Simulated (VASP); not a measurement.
Here is a VASP 6.6.1 calculation.

The input INCAR:

```
SYSTEM = SiC
PREC     = Accurate       ! precision mode
ENCUT    = 520            ! plane-wave cutoff, eV
EDIFF    = 1E-6           ! SCF threshold, eV
ISMEAR   = 0              ! smearing method
SIGMA    = 0.05           ! smearing width, eV
LREAL    = .FALSE.        ! projectors in reciprocal space
LASPH    = .TRUE.         ! aspherical terms in the spheres
NELM     = 60             ! most SCF steps
ALGO     = Normal         ! electronic algorithm
ISIF     = 2              ! what is computed and relaxed
LWAVE    = .FALSE.        ! write WAVECAR
LCHARG   = .FALSE.        ! write CHGCAR
GGA      = PE             ! functional
IBRION   = 2              ! ionic algorithm
NSW      = 50             ! ionic steps
EDIFFG   = -0.01          ! ionic threshold
```

The input KPOINTS:

```
regular mesh
0
G
  12 12 6
  0 0 0
```

POSCAR

```
SiC
1.0
    3.2057041324      0.0000000000      0.0000000000
   -1.6028520662      2.7762212157      0.0000000000
    0.0000000000      0.0000000000      5.4756632286
Si C
2 2
Direct
    0.3333333333      0.6666666667      0.0045639005
    0.6666666667      0.3333333333      0.5045639005
    0.3333333333      0.6666666667      0.3804360995
    0.6666666667      0.3333333333      0.8804360995
```

Potentials or basis: VASP PAW PBE potentials, release 64 (Si, C).

Run with:

```console
$ cat potpaw_PBE.64/Si/POTCAR potpaw_PBE.64/C/POTCAR > POTCAR
$ mpirun -np 1 vasp_std > vasp.out
```

(1) Predict the energy gained by relaxing.

(2) Estimate the band gap on the k mesh.

Answers

(1) 0.0 meV/atom.

(2) 2.45 eV, indirect (least direct gap 3.91 eV).
